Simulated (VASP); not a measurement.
Input of a VASP 6.6.1 run:

The input INCAR:

```
PREC = Accurate
ENCUT = 700
EDIFF = 1E-6
ISMEAR = 0
SIGMA = 0.05
LREAL = False
LASPH = True
NELM = 200
ALGO = Normal
ISIF = 2
LWAVE = False
LCHARG = False
ISPIN = 2
MAGMOM = 0.5 0
LORBIT = 11
LMAXMIX = 4
LDAU = True
LDAUTYPE = 2
LDAUL = 2 -1
LDAUU = 4.2 0
LDAUJ = 0 0
LDAUPRINT = 1
GGA = CA
NBANDS = 23
GGA_COMPAT = False
```

KPOINTS

```
regular mesh
0
Gamma
  12 12 12
```

Contents of POSCAR:

```
NiO
1.0
    0.0000000000      2.0913095126      2.0913095126
    2.0913095126      0.0000000000      2.0913095126
    2.0913095126      2.0913095126      0.0000000000
Ni O
1 1
Direct
    0.0000000000      0.0000000000      0.0000000000
    0.5000000000      0.5000000000      0.5000000000
```

Potentials or basis: VASP PAW LDA potentials, release 64 (Ni_sv_GW, O).

Run with:

```console
$ cat potpaw_LDA.64/Ni_sv_GW/POTCAR potpaw_LDA.64/O/POTCAR > POTCAR
$ mpirun -np 1 vasp_std > vasp.out
```

Task: Predict the net moment.

Result: 2.00 μB per cell.

Task: Predict the band gap on the k mesh.

Result: 0.89 eV (least direct gap 1.84 eV).

Task: What does it give for the pressure?

Result: -10.4 GPa.

Task: What does it give for the site moments?

Result: Ni +1.70; O +0.25 μB.

Eigenvalues of the final occupation matrices:
| site | spin | trace | eigenvalues |
| --- | --- | --- | --- |
| site 1 d | 1 | 4.73 | 0.93 0.93 0.93 0.97 0.97 |
| site 1 d | 2 | 3.04 | 0.14 0.14 0.92 0.92 0.92 |

Caveat: the cell stands under tension; a cell with one magnetic atom can't hold antiferromagnetic order, which such compounds often take. The state reached can hang on the start; a lower one may exist.
